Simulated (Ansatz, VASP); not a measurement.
**One calculation of CdTe, two programs**

```
Cd Te
1.0
     3.26148    3.26148    0.00000
    -3.26148    3.26148    0.00000
     0.00000    3.26148    3.30191
Cd Te
1 1
Direct
  0.00000 0.00000 0.00000
  0.75000 0.25000 0.50000
```

Change from the starting cell: film at in-plane strain -0.005.

Alike in both runs: task single point; functional r2SCAN; k mesh 6 × 6 × 6; no spin polarisation.

|  | VASP | Ansatz |
| --- | --- | --- |
| version | VASP 6.6.1 | Ansatz 0.2.0 |
| potentials or method | VASP PAW PBE potentials, release 64 (Cd, Te) | PAW with Ansatz's default frozen-core files, scalar-relativistic |
| plane-wave cutoff (eV) | 550 | 500 |
| occupations | gaussian, width 0.01 eV | fixed |
| valence electrons in the cell | 18 | 36 |

Ansatz gave:

- gap on the k mesh at the Fermi level (eV): 1.16
- pressure (GPa): 0.2
- traceless stress, the component that is largest in VASP (GPa): -0.14

**Question.** What did VASP give for the same quantities?

**Answer.** gap on the k mesh at the Fermi level (eV): 1.15; pressure (GPa): 0.2; traceless stress, the component that is largest in VASP (GPa): -0.14.

VASP's potentials were made for PBE, not for r2SCAN. VASP's potentials hold 18 valence electrons a cell and Ansatz's 36, so a difference there can come from the potentials and not from the codes.

Spin-orbit coupling is off throughout.
